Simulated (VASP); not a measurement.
# Ba3Zr4O12 (a cell with a defect) in VASP: single point with PBE

Aim: the single point of Ba3Zr4O12 (a cell with a defect) with PBE.

All numbers are computed with VASP 6.6.1; they aren't measurements. Logs are shortened: lines on timing, memory, paths and dates and some standing lists are left out, and cuts for length are marked.

**1. The cell of the first run**

The cell holds a defect, 19 atoms: a = 7.322 Å, b = 7.322 Å, c = 7.322 Å, α = 109.47°, β = 109.47°, γ = 109.47°.

**2. Single point, PBE**

The input, INCAR:

```
SYSTEM = Ba3Zr4O12
ALGO = Normal
EDIFF = 1E-6
ENCUT = 520
GGA = PE
ISIF = 2
ISMEAR = 0
LASPH = .True.
LCHARG = .True.
LELF = .True.
LREAL = Auto
LVHAR = .True.
LWAVE = .False.
NBANDS = 90
NELECT = 152.0
NELM = 60
PREC = Accurate
SIGMA = 0.05
```

The input, KPOINTS:

```
k-points
0
Gamma
  4 4 4
  0 0 0
```

The input, POSCAR:

```
Ba3Zr4O12
1.0
   -4.2271431831      4.2271431831      4.2271431831
    4.2271431831     -4.2271431831      4.2271431831
    4.2271431831      4.2271431831     -4.2271431831
Ba Zr O
3 4 12
Direct
   -0.2500000000     -0.2500000000      0.5000000000
    0.0000000000      0.5000000000      0.0000000000
    0.5000000000      0.0000000000      0.0000000000
    0.0165950260      0.0165950260      0.0331900521
    0.4834049740      0.4834049740     -0.0331900521
    0.4834049740      0.0165950260      0.5000000000
    0.0165950260      0.4834049740      0.5000000000
    0.0373523544      0.7500000000      0.7873523544
    0.4967405977      0.2500000000      0.7467405977
    0.4626476456      0.7500000000      0.2126476456
    0.0032594023      0.2500000000      0.2532594023
    0.7500000000      0.4626476456      0.2126476456
    0.2500000000      0.0032594023      0.2532594023
    0.2500000000      0.4967405977      0.7467405977
    0.7500000000      0.0373523544      0.7873523544
    0.2500000000      0.2500000000      0.0000000000
    0.7500000000      0.7500000000      0.0000000000
    0.7500000000      0.2500000000      0.5000000000
    0.2500000000      0.7500000000      0.5000000000
```

Potentials or basis: VASP PAW PBE potentials, release 64 (Ba_sv, Zr_sv, O).

Launch:

```
$ cat potpaw_PBE.64/Ba_sv/POTCAR potpaw_PBE.64/Zr_sv/POTCAR potpaw_PBE.64/O/POTCAR > POTCAR
$ mpirun -np 1 vasp_std > vasp.out
```

OUTCAR:

```text
SYSTEM = Ba3Zr4O12
   EDIFF = 1E-6
   ENCUT = 520
   GGA = PE
   ISIF = 2
   ISMEAR = 0
   LASPH = .True.
   LREAL = Auto
   NELECT = 152.0
   NELM = 60
   PREC = Accurate

 ion  position               nearest neighbor table
   1  0.750  0.750  0.500-   8 2.43  10 2.43  12 2.43  15 2.43   6 3.19   7 3.19   4 3.19   5 3.19
                             3 4.73   2 4.73   3 4.73   2 4.73   3 4.73   2 4.73   3 4.73   2 4.73
   2  0.000  0.500  0.000-   8 2.77  12 2.77  10 2.77  15 2.77  16 2.99  17 2.99  19 2.99  18 2.99
                            14 3.01  11 3.01  13 3.01   9 3.01   5 3.67   4 3.67   7 3.67   6 3.67
   3  0.500  0.000  0.000-  10 2.77  15 2.77  12 2.77   8 2.77  16 2.99  17 2.99  18 2.99  19 2.99
                            13 3.01   9 3.01  11 3.01  14 3.01   5 3.67   4 3.67   6 3.67   7 3.67
   4  0.017  0.017  0.033-  11 1.98  13 1.98  17 2.12  16 2.12   8 2.26  15 2.26   1 3.19   2 3.67
                             3 3.67   3 3.67   2 3.67
   5  0.483  0.483  0.967-   9 1.98  14 1.98  17 2.12  16 2.12  12 2.26  10 2.26   1 3.19   3 3.67
                             2 3.67   2 3.67   3 3.67
   6  0.483  0.017  0.500-   9 1.98  13 1.98  18 2.12  19 2.12  10 2.26  15 2.26   1 3.19   2 3.67
                             3 3.67   3 3.67   2 3.67
   7  0.017  0.483  0.500-  11 1.98  14 1.98  18 2.12  19 2.12  12 2.26   8 2.26   1 3.19   3 3.67
                             2 3.67   2 3.67   3 3.67
   8  0.037  0.750  0.787-   7 2.26   4 2.26   1 2.43   2 2.77   3 2.77
   9  0.497  0.250  0.747-   5 1.98   6 1.98   3 3.01   2 3.01
  10  0.463  0.750  0.213-   6 2.26   5 2.26   1 2.43   3 2.77   2 2.77
  11  0.003  0.250  0.253-   4 1.98   7 1.98   2 3.01   3 3.01
  12  0.750  0.463  0.213-   7 2.26   5 2.26   1 2.43   2 2.77   3 2.77
  13  0.250  0.003  0.253-   4 1.98   6 1.98   3 3.01   2 3.01
  14  0.250  0.497  0.747-   5 1.98   7 1.98   2 3.01   3 3.01
  15  0.750  0.037  0.787-   6 2.26   4 2.26   1 2.43   3 2.77   2 2.77
  16  0.250  0.250  0.000-   4 2.12   5 2.12   2 2.99   3 2.99
  17  0.750  0.750  0.000-   4 2.12   5 2.12   2 2.99   3 2.99
  18  0.750  0.250  0.500-   6 2.12   7 2.12   2 2.99   3 2.99
  19  0.250  0.750  0.500-   6 2.12   7 2.12   3 2.99   2 2.99

  LATTYP: Found a body centered cubic cell.
 ALAT       =     8.4542863662

  Lattice vectors:

 A1 = (  -4.2271431831,   4.2271431831,   4.2271431831)
 A2 = (   4.2271431831,  -4.2271431831,   4.2271431831)
 A3 = (   4.2271431831,   4.2271431831,  -4.2271431831)

Analysis of symmetry for initial positions (statically):
=====================================================================
 Subroutine PRICEL returns:
 Original cell was already a primitive cell.

 Routine SETGRP: Setting up the symmetry group for a
 body centered cubic supercell.

 Subroutine GETGRP returns: Found 16 space group operations
 (whereof  4 operations were pure point group operations)
 out of a pool of 48 trial point group operations.

The static configuration has the point symmetry C_2v.
 The point group associated with its full space group is D_4h.

Analysis of symmetry for dynamics (positions and initial velocities):
=====================================================================
 Subroutine PRICEL returns:
 Original cell was already a primitive cell.

 Routine SETGRP: Setting up the symmetry group for a
 body centered cubic supercell.

 Subroutine GETGRP returns: Found 16 space group operations
 (whereof  4 operations were pure point group operations)
 out of a pool of 48 trial point group operations.

The dynamic configuration has the point symmetry C_2v.
 The point group associated with its full space group is D_4h.

 Subroutine INISYM returns: Found 16 space group operations
 (whereof  4 operations are pure point group operations),
 and found     1 'primitive' translations

----------------------------------------------------------------------------------------

                                     Primitive cell

  volume of cell :     302.1349

  direct lattice vectors                    reciprocal lattice vectors
    -4.227143183  4.227143183  4.227143183     0.000000000  0.118283195  0.118283195
     4.227143183 -4.227143183  4.227143183     0.118283195  0.000000000  0.118283195
     4.227143183  4.227143183 -4.227143183     0.118283195  0.118283195  0.000000000

  length of vectors
     7.321626764  7.321626764  7.321626764     0.167277698  0.167277698  0.167277698

[... 53 lines left out ...]
  Cartesian coordinates                     Fractional coordinates (reciprocal lattice)
     0.000000000  0.029570799  0.029570799     0.250000000  0.000000000  0.000000000
     0.029570799  0.000000000  0.029570799     0.000000000  0.250000000  0.000000000
     0.029570799  0.029570799  0.000000000     0.000000000  0.000000000  0.250000000

  Length of vectors
     0.041819425  0.041819425  0.041819425

  Shift w.r.t. Gamma in fractional coordinates (k-lattice)
     0.000000000  0.000000000  0.000000000

 Subroutine IBZKPT returns following result:
 ===========================================

 Found     13 irreducible k-points:

 Following reciprocal coordinates:
            Coordinates               Weight
  0.000000  0.000000  0.000000      1.000000
  0.250000  0.000000  0.000000      8.000000
  0.000000  0.000000  0.250000      4.000000
  0.500000  0.000000  0.000000      4.000000
  0.000000  0.000000  0.500000      2.000000
  0.250000  0.250000  0.000000      8.000000
  0.000000  0.250000  0.250000     16.000000
  0.250000  0.250000  0.250000      2.000000
 -0.250000  0.250000  0.250000      4.000000
  0.250000  0.250000 -0.250000      2.000000
  0.500000  0.500000  0.250000      4.000000
  0.250000  0.500000  0.500000      8.000000
  0.500000  0.500000  0.500000      1.000000
   k-points           NKPTS =     13   k-points in BZ     NKDIM =     13   number of bands    NBANDS=     90
   number of dos      NEDOS =    301   number of ions     NIONS =     19
   total plane-waves  NPLWV = 157464
   dimension x,y,z NGX =    54 NGY =   54 NGZ =   54
   dimension x,y,z NGXF=   108 NGYF=  108 NGZF=  108
   ions per type =               3   4  12
   NGX,Y,Z   is equivalent  to a cutoff of  12.26, 12.26, 12.26 a.u.
   NGXF,Y,Z  is equivalent  to a cutoff of  24.52, 24.52, 24.52 a.u.
 SYSTEM =  Ba3Zr4O12
   PREC   = accura    normal or accurate (medium, high low for compatibility)
   ISTART =      0    job   : 0-new  1-cont  2-samecut
   ICHARG =      2    charge: 1-file 2-atom 10-const
   ISPIN  =      1    spin polarized calculation?
   LNONCOLLINEAR =      F non collinear calculations
   LSORBIT =      F    spin-orbit coupling
   LASPH  =      T    aspherical Exc in radial PAW
   ENCUT  =  520.0 eV  38.22 Ry    6.18 a.u.  13.61 13.61 13.61*2*pi/ulx,y,z
   NELM   =     60;   NELMIN=  2; NELMDL= -5     # of ELM steps
   EDIFF  = 0.1E-05   stopping-criterion for ELM
   LREAL  =      T    real-space projection
   EDIFFG = 0.1E-04   stopping-criterion for IOM
   NSW    =      0    number of steps for IOM
   IBRION =     -1    ionic relax: 0-MD 1-quasi-New 2-CG
   NFREE  =      0    steps in history (QN), initial steepest desc. (CG)
   ISIF   =      2    stress and relaxation
   ISYM   =      2    0-nonsym 1-usesym 2-fastsym
   POTIM  = 0.5000    time-step for ionic-motion
   TEBEG  =    0.0;   TEEND  =   0.0 temperature during run
   PSTRESS=    0.0 pullay stress
   NELECT =     152.0000    total number of electrons
   NUPDOWN=      -1.0000    fix difference up-down
   EMIN   =  10.00;   EMAX   =-10.00  energy-range for DOS
   EFERMI =   0.00;   METHOD = LEGACY
   ISMEAR =     0;   SIGMA  =   0.05  broadening in eV -4-tet -1-fermi 0-gaus
   EFERMI_NEDOS =   21; number of points for ismear=-14 and -15
   IALGO  =     38    algorithm
   IMIX   =      4    mixing-type and parameters
     AMIX     =   0.40;   BMIX     =  1.00
     AMIX_MAG =   1.60;   BMIX_MAG =  1.00
  volume/ion in A,a.u.               =      15.90       107.31
  Fermi-wavevector in a.u.,A,eV,Ry     =   1.302034  2.460488 23.065864  1.695293
  Thomas-Fermi vector in A             =   2.433129
   LORBIT       =      0    0 simple, 1 ext, 2 COOP (PROOUT), +10 PAW based schemes
   GGA     = PE    functional components
   LHFCALC =     F    Hartree Fock is set to
   AEXX    =    0.0000 exact exchange contribution
   IVDW    =     0    specifies the selected vdW correction
   LEPSILON=     F    determine dielectric tensor
   LRPA    =     F    only Hartree local field effects (RPA)
 non-spin polarized calculation
 Gauss-broadening in eV      SIGMA  =   0.05
  energy-cutoff  :      520.00
  volume of cell :      302.13
 maximum number of plane-waves:      8184
   NGX = 27   NGY = 27   NGZ = 27

 number of electron     152.0000016 magnetization

 Free energy of the ion-electron system (eV)
  ---------------------------------------------------
  ext. energy  EPLUGINS =         0.00000000
  ---------------------------------------------------
  free energy    TOTEN  =      -147.34797990 eV

  energy without entropy =     -147.34797990  energy(sigma->0) =     -147.34797990

 E-fermi :   3.3992     XC(G=0): -10.0606

 val. band max:        3.0984077083   @ k =   0.0000   0.0000   0.5000
 cond. band min:       5.2403570862   @ k =   0.0000   0.0000   0.0000
 fundamental gap:      2.1419493779
 Fermi energy:         3.3992273656

 k-point     1 :       0.0000    0.0000    0.0000
  band No.  band energies     occupation
      1     -44.5286      2.00000
      2     -44.5216      2.00000
      3     -44.5216      2.00000
      4     -44.5197      2.00000
      5     -23.2109      2.00000
      6     -23.0167      2.00000
[... 1172 lines left out ...]
     87       9.0922      0.00000
     88       9.3020      0.00000
 [bands above 88 left out]

------------------------ aborting loop because EDIFF is reached ----------------------------------------

  FORCE on cell =-STRESS in cart. coord.  units (eV):
  Direction    XX          YY          ZZ          XY          YZ          ZX
  --------------------------------------------------------------------------------------
  -------------------------------------------------------------------------------------
  Total       35.9201650     35.9201650      8.8130056      0.0000000     -0.0000000      0.0000000
  in kB      190.4794105    190.4794105     46.7340870      0.0000000     -0.0000000      0.0000000
  external PRESSURE =     142.5643027 kB  Pullay stress =       0.0000000 kB

 VOLUME and BASIS-vectors are now :
 -----------------------------------------------------------------------------
  energy-cutoff  :      520.00
  volume of cell :      302.13
      direct lattice vectors                 reciprocal lattice vectors
    -4.227143183  4.227143183  4.227143183     0.000000000  0.118283195  0.118283195
     4.227143183 -4.227143183  4.227143183     0.118283195  0.000000000  0.118283195
     4.227143183  4.227143183 -4.227143183     0.118283195  0.118283195  0.000000000

 POSITION                                       TOTAL-FORCE (eV/Angst)
 -----------------------------------------------------------------------------------
      2.11357      2.11357      4.22714         0.000000      0.000000      0.000000
      2.11357     -2.11357      2.11357         0.000000     -0.000000      0.000000
     -2.11357      2.11357      2.11357        -0.000000      0.000000      0.000000
      0.14030      0.14030     -0.00000        -0.014557     -0.014557     -0.000000
      4.08684      4.08684      0.00000         0.014557      0.014557      0.000000
      0.14030      4.08684      0.00000        -0.014557      0.014557      0.000000
[... 11 lines left out ...]
      0.00000      4.22714      2.11357         0.000000      0.000000      0.000000
      4.22714      0.00000      2.11357        -0.000000     -0.000000      0.000000
 -----------------------------------------------------------------------------------
    total drift:                               -0.000000     -0.000000      0.000000

  FREE ENERGIE OF THE ION-ELECTRON SYSTEM (eV)
  ---------------------------------------------------
  free  energy   TOTEN  =      -147.3479799011 eV

  energy  without entropy=     -147.3479799011  energy(sigma->0) =     -147.34797990
```

Wall time 8.6 min (1 thread of Intel Xeon Platinum 8488C (Sapphire Rapids), shared host); peak memory 0.51 GiB.

What came out:

```
Free energy   : -147.3480 eV
Largest force : 0.264 eV/Å
```

Forces on the atoms (eV/Å):
```
Ba   0.000  0.000  0.000
Ba   0.000  0.000  0.000
Ba   0.000  0.000  0.000
Zr  -0.015 -0.015  0.000
Zr   0.015  0.015  0.000
Zr  -0.015  0.015  0.000
Zr   0.015 -0.015  0.000
O    0.000  0.264  0.000
O    0.000 -0.020  0.000
O    0.000 -0.264  0.000
O    0.000  0.020  0.000
O   -0.264  0.000  0.000
O    0.020  0.000  0.000
O   -0.020  0.000  0.000
O    0.264  0.000  0.000
O    0.000  0.000  0.000
O    0.000  0.000  0.000
O    0.000  0.000  0.000
O    0.000  0.000  0.000
```

Levels at points of the mesh, in eV from the Fermi level:
| k point | band 73 | band 74 | band 75 | band 76 | band 77 | band 78 | band 79 | band 80 |
| --- | --- | --- | --- | --- | --- | --- | --- | --- |
| (0.00, 0.00, 0.00) | -0.66 | -0.66 | -0.61 | -0.38 | 1.84 | 2.66 | 2.66 | 3.57 |
| (0.50, 0.00, 0.00) | -0.84 | -0.80 | -0.79 | -0.39 | 2.92 | 3.42 | 3.80 | 3.86 |
| (0.00, 0.00, 0.50) | -0.80 | -0.79 | -0.60 | -0.30 | 3.51 | 3.69 | 3.74 | 3.85 |
| (0.50, 0.50, 0.50) | -0.77 | -0.77 | -0.49 | -0.49 | 2.08 | 2.87 | 3.07 | 4.59 |

Caveat: the cell carries a net charge on a neutralising background, which shifts energy and pressure; the cell is charged against a uniform background, so pressure and absolute levels hang on convention; spin-orbit coupling is left out, which moves the levels of the heavy elements.
